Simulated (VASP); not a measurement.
Runs of VASP 6.6.1 on CsOs. The structure is that of space group Pm-3m (No. 221), or close to it. The cells are those of the table. 

| task | cell | k mesh | cutoff (eV) | gap on the mesh (eV) | pressure (GPa) | relaxed volume (Å³/atom) |
| --- | --- | --- | --- | --- | --- | --- |
| relaxation of cell and atoms | relaxed from a = 3.922 Å, 2 atoms | 14 × 14 × 14 | 600 | none | 0.1 | 26.41 |
| single point | a = 3.720 Å, 2 atoms | 16 × 16 × 16 | 520 | none | 0.7 | - |
| single point | a = 3.720 Å, 2 atoms | 14 × 14 × 14 | 520 | none | 0.7 | - |
| single point | a = 3.922 Å, 2 atoms | 6 × 6 × 6 | 520 | none | (a) | - |
| relaxation of cell and atoms | relaxed from a = 3.720 Å, 2 atoms | 16 × 16 × 16 | 600 | none | 0.0 | 26.47 |

Alike in all rows: level PBE; potentials or basis VASP PAW PBE potentials, release 64 (Cs_sv, Os); no spin polarisation; smearing gaussian 0.1 eV.

Estimate the missing entries.

(a) -2.1.

Caveats: spin-orbit coupling is left out, which moves the levels of the heavy elements.

A k mesh can miss the band edges, and the runs leave out spin-orbit coupling on Cs, Os.

A gap of «none» marks levels without a gap at the run's occupations.
